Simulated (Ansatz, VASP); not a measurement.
H: VASP beside Ansatz

The input INCAR:

```
PREC     = Accurate       # precision mode
ENCUT    = 600            # plane-wave cutoff, eV
EDIFF    = 1E-6           # SCF threshold, eV
ISMEAR   = 0              # smearing method
SIGMA    = 0.02           # smearing width, eV
LREAL    = False          # projectors in reciprocal space
LASPH    = True           # aspherical terms in the spheres
NELM     = 100            # most SCF steps
ALGO     = Normal         # electronic algorithm
ISIF     = 3              # what is computed and relaxed
LWAVE    = False          # write WAVECAR
LCHARG   = False          # write CHGCAR
GGA      = PE             # functional
IBRION   = 2              # ionic algorithm
NSW      = 100            # ionic steps
EDIFFG   = -0.01          # ionic threshold
```

Contents of KPOINTS:

```
regular mesh
0
Gamma
  6 6 6
```

Contents of POSCAR:

```
H
1.0
    2.7104473372     -2.5718366551      0.0000000000
    2.7104473372      2.5718366551      0.0000000000
    0.0000000000      0.0000000000      4.4179722760
H
4
Direct
    0.9532949706      0.0467050294      0.0652763340
    0.4532949706      0.5467050294      0.4347236660
    0.5467050294      0.4532949706      0.5652763340
    0.0467050294      0.9532949706      0.9347236660
```

Input for Ansatz:

```yaml
crystal:
  lattice:
    - [2.7104473372, -2.5718366551, 0.0]
    - [2.7104473372, 2.5718366551, 0.0]
    - [0.0, 0.0, 4.417972276]
  atoms:
    - { symbol: H, position: [0.9532949706, 0.0467050294, 0.065276334] }
    - { symbol: H, position: [0.4532949706, 0.5467050294, 0.434723666] }
    - { symbol: H, position: [0.5467050294, 0.4532949706, 0.565276334] }
    - { symbol: H, position: [0.0467050294, 0.9532949706, 0.934723666] }
basis:
  ecutwfc: 420
kpoints:
  mp_grid: { grid: [6, 6, 6] }
hamiltonian:
  xc: pbe
scf:
  occupations: { method: gaussian, width: 0.02 }
output:
  forces: true
  stress: true
  eigenvalues: true
relax:
  adjacent_minimum: "off"
  f_tol: 0.01
  max_steps: 80
  cell: { stress_tol: 0.05 }
```

Alike in both runs: task relaxation of cell and atoms; functional PBE; k mesh 6 × 6 × 6; occupations gaussian, width 0.02 eV; no spin polarisation.

```csv
,VASP,Ansatz
version,VASP 6.6.1,Ansatz 0.2.0
potentials or method,"VASP PAW PBE potentials, release 64 (H), cutoff 600 eV","scalar-relativistic, plane waves, PAW"
valence electrons in the cell,4,4
```

```tsv
	VASP	Ansatz	Ansatz less VASP
gap on the k mesh at the Fermi level, each at its own relaxed structure (eV)	9.32	9.32	-0.003
relaxed volume (Å³/atom)	15.40	15.40	+0.003
relaxed cell length with the largest relative difference (Å)	3.736	3.736	+0.0002
```
